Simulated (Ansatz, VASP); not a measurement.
## Two plane-wave programs on BeSe3

```
CELL_PARAMETERS angstrom
0.00000 4.39173 4.39173
4.39173 0.00000 4.39173
4.39173 4.39173 0.00000
ATOMIC_POSITIONS crystal
Be 0.75000 0.75000 0.75000
Be 0.50000 0.50000 0.50000
Se 0.00917 0.49083 0.49083
Se 0.49083 0.00917 0.00917
Se 0.49083 0.00917 0.49083
Se 0.00917 0.49083 0.00917
Se 0.49083 0.49083 0.00917
Se 0.00917 0.00917 0.49083
```

Alike in both runs: functional PBE; k mesh 3 × 3 × 3; occupations gaussian, width 0.2 eV; no spin polarisation.

Ansatz relaxed the structure, and its values are those at the end. VASP's run is a single point on that final structure, the one shown.

```csv
,VASP,Ansatz
version,VASP 6.6.1,Ansatz 0.2.0
potentials or method,"VASP PAW PBE potentials, release 64 (Be, Se), cutoff 520 eV","scalar-relativistic, plane waves, PAW"
valence electrons in the cell,40,100
```

```tsv
	VASP	Ansatz	Ansatz less VASP
gap on the k mesh at the Fermi level (eV)	none	none	-
pressure (GPa)	-0.2	-0.2	-0.03
rms of the force components (eV/Å)	0.001	0.003	+0.0028
```

A gap of «none» marks a metal or a gap that the smearing closes. With one functional, cell and mesh, what is left measures potentials, basis and numerics. VASP's potentials hold 40 valence electrons a cell and Ansatz's 100, so a difference there can come from the potentials and not from the codes.

The k mesh is coarse, so the values compare programs but aren't converged.
